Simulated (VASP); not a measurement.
A run of VASP 6.6.1 is set up as follows.

File INCAR:

```
SYSTEM = TaN
ALGO = Normal
EDIFF = 1E-8
ENCUT = 520
GGA = PE
ISIF = 2
ISMEAR = -1
LASPH = .True.
LCHARG = .False.
LEFG = .True.
LREAL = .False.
LWAVE = .False.
NBANDS = 15
NELM = 60
PREC = Accurate
SIGMA = 0.02
```

Contents of KPOINTS:

```
k-points
0
Gamma
  12 12 10
  0 0 0
```

File POSCAR:

```
TaN
1.0
    2.9766611718      0.0000000000      0.0000000000
   -1.4883305859      2.5778641933      0.0000000000
    0.0000000000      0.0000000000      2.9209385612
Ta N
1 1
Direct
    0.3333333333      0.6666666667      0.5000000000
    0.0000000000      0.0000000000      0.0000000000
```

Potentials or basis: VASP PAW PBE potentials, release 64 (Ta_pv, N).

Command:

```sh
$ cat potpaw_PBE.64/Ta_pv/POTCAR potpaw_PBE.64/N/POTCAR > POTCAR
$ mpirun -np 1 vasp_std > vasp.out
```

(1) Estimate the pressure.

(2) Predict the band gap on the k mesh.

Results:

(1) -7.7 GPa.

(2) zero (band 8 reaches 8.25 eV, above the bottom of band 9 at 7.77 eV).

Caveat: without QUAD_EFG the Cq values of the log hold for a quadrupole moment of 1 mb, not for the nuclei; spin-orbit coupling is left out, which moves the levels of the heavy elements.
